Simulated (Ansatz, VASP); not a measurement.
# One calculation of KRbBr2, two programs

```
CELL_PARAMETERS angstrom
2.38906 1.37932 7.69821
-2.38906 1.37932 7.69821
0.00000 -2.75865 7.69821
ATOMIC_POSITIONS crystal
K 0.00000 0.00000 0.00000
Rb 0.50000 0.50000 0.50000
Br 0.25423 0.25423 0.25423
Br 0.74577 0.74577 0.74577
```

Change from the starting cell: uniaxial_z strain -1.6%.

Alike in both runs: task single point; functional PBE; k mesh 6 × 6 × 6; occupations fermi-dirac, width 0.02 eV; no spin polarisation.

```csv
,VASP,Ansatz
version,VASP 6.6.1,Ansatz 0.2.0
potentials or method,"VASP PAW PBE potentials, release 64 (K_sv, Rb_sv, Br)","plane waves, PAW"
plane-wave cutoff (eV),520,420
valence electrons in the cell,32,32
```

```csv
,VASP,Ansatz,Ansatz less VASP
gap on the k mesh at the Fermi level (eV),4.36,4.36,+0.002
pressure (GPa),0.9,0.9,-0.03
"traceless stress, the component that is largest in VASP (GPa)",0.09,0.09,+0.001
rms of the force components (eV/Å),0.003,0.002,-0.0006
```

Atom by atom the forces differ by 0.001 eV/Å (rms over components). The functional is the same, so the differences come from potentials, cutoffs and numerics.
